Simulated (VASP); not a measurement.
# Br (Pm-3m) in VASP: further runs

Runs on Br. Level: r2SCAN. Tasks: single point.

Program: VASP 6.6.1. These are calculated values, not measurements. Logs are shortened: lines on timing, memory, paths and dates and some standing lists are left out, and cuts for length are marked.

## 1. The cell of the first run

Symmetry: Pm-3m, No. 221, cubic system. The conventional cell has a = 4.598 Å, b = 4.598 Å, c = 4.598 Å, α = 90.00°, β = 90.00°, γ = 90.00°. Br (site symmetry 4/mmm) has 8 Br at 3.25 Å within 4.3 Å.

## 2. Single point, r2SCAN

File POSCAR:

```
Br
1.0
    4.5976000000      0.0000000000      0.0000000000
    0.0000000000      4.5976000000      0.0000000000
    0.0000000000      0.0000000000      4.5976000000
Br
3
Direct
    0.5000000000      0.0000000000      0.0000000000
    0.0000000000      0.5000000000      0.0000000000
    0.0000000000      0.0000000000      0.5000000000
```

File INCAR.step1:

```
PREC = Accurate
ENCUT = 520
ISMEAR = -1
SIGMA = 0.2
LREAL = False
LASPH = True
NELM = 60
NBANDS = 18
GGA = PE
ALGO = Normal
EDIFF = 1E-4
LWAVE = True
LCHARG = False
```

File INCAR.step2:

```
PREC = Accurate
ENCUT = 520
EDIFF = 1E-7
ISMEAR = -1
SIGMA = 0.2
LREAL = False
LASPH = True
NELM = 60
ALGO = Normal
ISIF = 2
LWAVE = False
LCHARG = False
METAGGA = R2SCAN
LMIXTAU = True
NBANDS = 18
ISTART = 1
```

File KPOINTS:

```
Automatic mesh
0
Gamma
  5 5 5
```

Potentials or basis: VASP PAW PBE potentials, release 64 (Br).

Launch:

```console
$ cat potpaw_PBE.64/Br/POTCAR > POTCAR
$ cp INCAR.step1 INCAR
$ mpirun -np 1 vasp_std > vasp.out
$ cp INCAR.step2 INCAR
$ mpirun -np 1 vasp_std > vasp.out
```

OUTCAR:

```text
PREC = Accurate
   ENCUT = 520
   EDIFF = 1E-7
   ISMEAR = -1
   LREAL = False
   LASPH = True
   NELM = 60
   ISIF = 2
   METAGGA = R2SCAN
   ISTART = 1

 ion  position               nearest neighbor table
   1  0.500  0.000  0.000-
   2  0.000  0.500  0.000-
   3  0.000  0.000  0.500-

  LATTYP: Found a simple cubic cell.
 ALAT       =     4.5976000000

  Lattice vectors:

 A1 = (   4.5976000000,   0.0000000000,   0.0000000000)
 A2 = (   0.0000000000,   4.5976000000,   0.0000000000)
 A3 = (   0.0000000000,   0.0000000000,   4.5976000000)

Analysis of symmetry for initial positions (statically):
=====================================================================
 Subroutine PRICEL returns:
 Original cell was already a primitive cell.

 Routine SETGRP: Setting up the symmetry group for a
 simple cubic supercell.

 Subroutine GETGRP returns: Found 48 space group operations
 (whereof 48 operations were pure point group operations)
 out of a pool of 48 trial point group operations.

The static configuration has the point symmetry O_h .

Analysis of symmetry for dynamics (positions and initial velocities):
=====================================================================
 Subroutine PRICEL returns:
 Original cell was already a primitive cell.

 Routine SETGRP: Setting up the symmetry group for a
 simple cubic supercell.

 Subroutine GETGRP returns: Found 48 space group operations
 (whereof 48 operations were pure point group operations)
 out of a pool of 48 trial point group operations.

The dynamic configuration has the point symmetry O_h .

 Subroutine INISYM returns: Found 48 space group operations
 (whereof 48 operations are pure point group operations),
 and found     1 'primitive' translations

----------------------------------------------------------------------------------------

                                     Primitive cell

  volume of cell :      97.1837

  direct lattice vectors                    reciprocal lattice vectors
     4.597600000  0.000000000  0.000000000     0.217504785  0.000000000  0.000000000
     0.000000000  4.597600000  0.000000000     0.000000000  0.217504785  0.000000000
     0.000000000  0.000000000  4.597600000     0.000000000  0.000000000  0.217504785

  length of vectors
     4.597600000  4.597600000  4.597600000     0.217504785  0.217504785  0.217504785

  position of ions in fractional coordinates (direct lattice)
     0.500000000  0.000000000  0.000000000
     0.000000000  0.500000000  0.000000000
     0.000000000  0.000000000  0.500000000

  ion indices of the primitive-cell ions
   primitive index   ion index
                 1           1
                 2           2
                 3           3

----------------------------------------------------------------------------------------

 KPOINTS: Automatic mesh

Automatic generation of k-mesh.
 Grid dimensions read from file:
 generate k-points for:    5    5    5

 Generating k-lattice:

  Cartesian coordinates                     Fractional coordinates (reciprocal lattice)
     0.043500957  0.000000000  0.000000000     0.200000000  0.000000000  0.000000000
     0.000000000  0.043500957  0.000000000     0.000000000  0.200000000  0.000000000
     0.000000000  0.000000000  0.043500957     0.000000000  0.000000000  0.200000000

  Length of vectors
     0.043500957  0.043500957  0.043500957

  Shift w.r.t. Gamma in fractional coordinates (k-lattice)
     0.000000000  0.000000000  0.000000000

 Subroutine IBZKPT returns following result:
 ===========================================

 Found     10 irreducible k-points:

 Following reciprocal coordinates:
            Coordinates               Weight
  0.000000  0.000000  0.000000      1.000000
  0.200000  0.000000  0.000000      6.000000
  0.400000  0.000000  0.000000      6.000000
  0.200000  0.200000  0.000000     12.000000
  0.400000  0.200000  0.000000     24.000000
  0.400000  0.400000  0.000000     12.000000
  0.200000  0.200000  0.200000      8.000000
  0.400000  0.200000  0.200000     24.000000
  0.400000  0.400000  0.200000     24.000000
  0.400000  0.400000  0.400000      8.000000
   k-points           NKPTS =     10   k-points in BZ     NKDIM =     10   number of bands    NBANDS=     18
   number of dos      NEDOS =    301   number of ions     NIONS =      3
   total plane-waves  NPLWV =  46656
   dimension x,y,z NGX =    36 NGY =   36 NGZ =   36
   dimension x,y,z NGXF=    72 NGYF=   72 NGZF=   72
   ions per type =               3
   NGX,Y,Z   is equivalent  to a cutoff of  13.02, 13.02, 13.02 a.u.
   NGXF,Y,Z  is equivalent  to a cutoff of  26.03, 26.03, 26.03 a.u.
 SYSTEM =  unknown system
   PREC   = accura    normal or accurate (medium, high low for compatibility)
   ISTART =      1    job   : 0-new  1-cont  2-samecut
   ICHARG =      0    charge: 1-file 2-atom 10-const
   ISPIN  =      1    spin polarized calculation?
   LNONCOLLINEAR =      F non collinear calculations
   LSORBIT =      F    spin-orbit coupling
   LASPH  =      T    aspherical Exc in radial PAW
   ENCUT  =  520.0 eV  38.22 Ry    6.18 a.u.   8.55  8.55  8.55*2*pi/ulx,y,z
   NELM   =     60;   NELMIN=  2; NELMDL=  0     # of ELM steps
   EDIFF  = 0.1E-06   stopping-criterion for ELM
   LREAL  =      F    real-space projection
   EDIFFG = 0.1E-05   stopping-criterion for IOM
   NSW    =      0    number of steps for IOM
   IBRION =     -1    ionic relax: 0-MD 1-quasi-New 2-CG
   NFREE  =      0    steps in history (QN), initial steepest desc. (CG)
   ISIF   =      2    stress and relaxation
   ISYM   =      2    0-nonsym 1-usesym 2-fastsym
   POTIM  = 0.5000    time-step for ionic-motion
   TEBEG  =    0.0;   TEEND  =   0.0 temperature during run
   PSTRESS=    0.0 pullay stress
   NELECT =      21.0000    total number of electrons
   NUPDOWN=      -1.0000    fix difference up-down
   EMIN   =  10.00;   EMAX   =-10.00  energy-range for DOS
   EFERMI =   0.00;   METHOD = LEGACY
   ISMEAR =    -1;   SIGMA  =   0.20  broadening in eV -4-tet -1-fermi 0-gaus
   EFERMI_NEDOS =   21; number of points for ismear=-14 and -15
   IALGO  =     38    algorithm
   IMIX   =      4    mixing-type and parameters
     AMIX     =   0.40;   BMIX     =  1.00
     AMIX_MAG =   1.60;   BMIX_MAG =  1.00
  volume/ion in A,a.u.               =      32.39       218.61
  Fermi-wavevector in a.u.,A,eV,Ry     =   0.982389  1.856446 13.130817  0.965088
  Thomas-Fermi vector in A             =   2.113468
   LORBIT       =      0    0 simple, 1 ext, 2 COOP (PROOUT), +10 PAW based schemes
   METAGGA = R2SCAN    functional components
   LHFCALC =     F    Hartree Fock is set to
   AEXX    =    0.0000 exact exchange contribution
   IVDW    =     0    specifies the selected vdW correction
   LEPSILON=     F    determine dielectric tensor
   LRPA    =     F    only Hartree local field effects (RPA)
 non-spin polarized calculation
  energy-cutoff  :      520.00
  volume of cell :       97.18
 maximum number of plane-waves:      2641
 NGX is ok and might be reduce to    36
   NGX = 17   NGY = 17   NGZ = 17

 number of electron      21.0000006 magnetization

 Free energy of the ion-electron system (eV)
  ---------------------------------------------------
  ext. energy  EPLUGINS =         0.00000000
  ---------------------------------------------------
  free energy    TOTEN  =       -38.07918818 eV

  energy without entropy =      -37.45391855  energy(sigma->0) =      -37.76655336

 E-fermi :  -0.2070     XC(G=0):  -8.5575

 val. band max:       -0.2369674930   @ k =   0.4000   0.0000   0.0000
 cond. band min:      -0.1319841789   @ k =   0.4000   0.2000   0.0000
 fundamental gap:      0.1049833141
 Fermi energy:        -0.2069693415

 k-point     1 :       0.0000    0.0000    0.0000
  band No.  band energies     occupation
      1     -15.9034      2.00000
      2     -14.0833      2.00000
      3     -14.0833      2.00000
      4      -3.9083      2.00000
      5      -3.9083      2.00000
      6      -3.9083      2.00000
[... 10 lines left out ...]
     17       9.3991      0.00000
     18       9.3991      0.00000

 k-point     2 :       0.2000    0.0000    0.0000
  band No.  band energies     occupation
      1     -15.7748      2.00000
      2     -14.2676      2.00000
      3     -14.0744      2.00000
      4      -3.7394      2.00000
      5      -3.7394      2.00000
      6      -3.6345      2.00000
[... 10 lines left out ...]
     17       9.5995      0.00000
     18      10.0437      0.00000

 k-point     3 :       0.4000    0.0000    0.0000
  band No.  band energies     occupation
      1     -15.4618      2.00000
      2     -14.6684      2.00000
      3     -14.0598      2.00000
      4      -3.3546      2.00000
      5      -3.3546      2.00000
      6      -2.8771      2.00000
[... 10 lines left out ...]
     17      10.9496      0.00000
     18      10.9496      0.00000

 k-point     4 :       0.2000    0.2000    0.0000
  band No.  band energies     occupation
      1     -15.6511      2.00000
      2     -14.3251      2.00000
      3     -14.1713      2.00000
      4      -3.9269      2.00000
      5      -3.5651      2.00000
      6      -3.0866      2.00000
[... 10 lines left out ...]
     17       9.8909      0.00000
     18      10.3034      0.00000

 k-point     5 :       0.4000    0.2000    0.0000
  band No.  band energies     occupation
      1     -15.3469      2.00000
      2     -14.6562      2.00000
      3     -14.1930      2.00000
      4      -3.6956      2.00000
      5      -3.1583      2.00000
      6      -2.9667      2.00000
[... 10 lines left out ...]
     17      10.5464      0.00000
     18      11.0116      0.00000

 k-point     6 :       0.4000    0.4000    0.0000
  band No.  band energies     occupation
      1     -15.0522      2.00000
      2     -14.6721      2.00000
      3     -14.4818      2.00000
      4      -3.8752      2.00000
      5      -3.6172      2.00000
      6      -2.6473      1.99999
[... 10 lines left out ...]
     17      10.8363      0.00000
     18      11.9933      0.00000

 k-point     7 :       0.2000    0.2000    0.2000
  band No.  band energies     occupation
      1     -15.5341      2.00000
      2     -14.3132      2.00000
      3     -14.3132      2.00000
      4      -4.2215      2.00000
      5      -3.0407      2.00000
      6      -3.0407      2.00000
[... 10 lines left out ...]
     17       9.7363      0.00000
     18      11.2584      0.00000

 k-point     8 :       0.4000    0.2000    0.2000
  band No.  band energies     occupation
      1     -15.2446      2.00000
      2     -14.6436      2.00000
      3     -14.2939      2.00000
      4      -4.1894      2.00000
      5      -3.1221      2.00000
      6      -3.0098      2.00000
[... 10 lines left out ...]
     17      11.1224      0.00000
     18      11.9134      0.00000

 k-point     9 :       0.4000    0.4000    0.2000
  band No.  band energies     occupation
      1     -14.9850      2.00000
      2     -14.6567      2.00000
      3     -14.5183      2.00000
      4      -4.4829      2.00000
      5      -3.7162      2.00000
      6      -3.0265      2.00000
[... 10 lines left out ...]
     17      11.3949      0.00000
     18      11.6258      0.00000

 k-point    10 :       0.4000    0.4000    0.4000
  band No.  band energies     occupation
      1     -14.8221      2.00000
      2     -14.6315      2.00000
      3     -14.6315      2.00000
      4      -5.0808      2.00000
      5      -3.6886      2.00000
      6      -3.6534      2.00000
[... 10 lines left out ...]
     17      11.5851      0.00000
     18      12.2345      0.00000

------------------------ aborting loop because EDIFF is reached ----------------------------------------

  FORCE on cell =-STRESS in cart. coord.  units (eV):
  Direction    XX          YY          ZZ          XY          YZ          ZX
  --------------------------------------------------------------------------------------
  -------------------------------------------------------------------------------------
  Total       -0.1906100     -0.1906100     -0.1906100      0.0000000      0.0000000     -0.0000000
  in kB       -3.1424087     -3.1424087     -3.1424087      0.0000000      0.0000000     -0.0000000
  external PRESSURE =      -3.1424087 kB  Pullay stress =       0.0000000 kB

 VOLUME and BASIS-vectors are now :
 -----------------------------------------------------------------------------
  energy-cutoff  :      520.00
  volume of cell :       97.18
      direct lattice vectors                 reciprocal lattice vectors
     4.597600000  0.000000000  0.000000000     0.217504785  0.000000000  0.000000000
     0.000000000  4.597600000  0.000000000     0.000000000  0.217504785  0.000000000
     0.000000000  0.000000000  4.597600000     0.000000000  0.000000000  0.217504785

 POSITION                                       TOTAL-FORCE (eV/Angst)
 -----------------------------------------------------------------------------------
      2.29880      0.00000      0.00000         0.000000      0.000000      0.000000
      0.00000      2.29880      0.00000         0.000000      0.000000      0.000000
      0.00000      0.00000      2.29880         0.000000      0.000000      0.000000
 -----------------------------------------------------------------------------------
    total drift:                                0.000000      0.000000     -0.000000

  FREE ENERGIE OF THE ION-ELECTRON SYSTEM (eV)
  ---------------------------------------------------
  free  energy   TOTEN  =       -38.0791881817 eV

  energy  without entropy=      -37.4539185452  energy(sigma->0) =      -37.76655336
```

Wall time 84 s (1 thread of AMD EPYC 7R43 (Zen 3), shared host); peak memory 0.18 GiB.

What came out:

```yaml
Free_energy: -38.0792 eV
Pressure: -0.3 GPa
```

Levels at points of the mesh, in eV from the Fermi level:
| k point | band 7 | band 8 | band 9 | band 10 | band 11 | band 12 | band 13 | band 14 |
| --- | --- | --- | --- | --- | --- | --- | --- | --- |
| (0.00, 0.00, 0.00) | -0.96 | -0.96 | -0.96 | 0.36 | 0.36 | 0.36 | 5.53 | 8.07 |

Caveat: the PAW data sets were made with another functional, which shifts forces and pressure a little; an odd number of electrons without spin polarisation forces a metal; a magnetic or distorted state may lie lower.

(Part 1 of 2 ends here.)
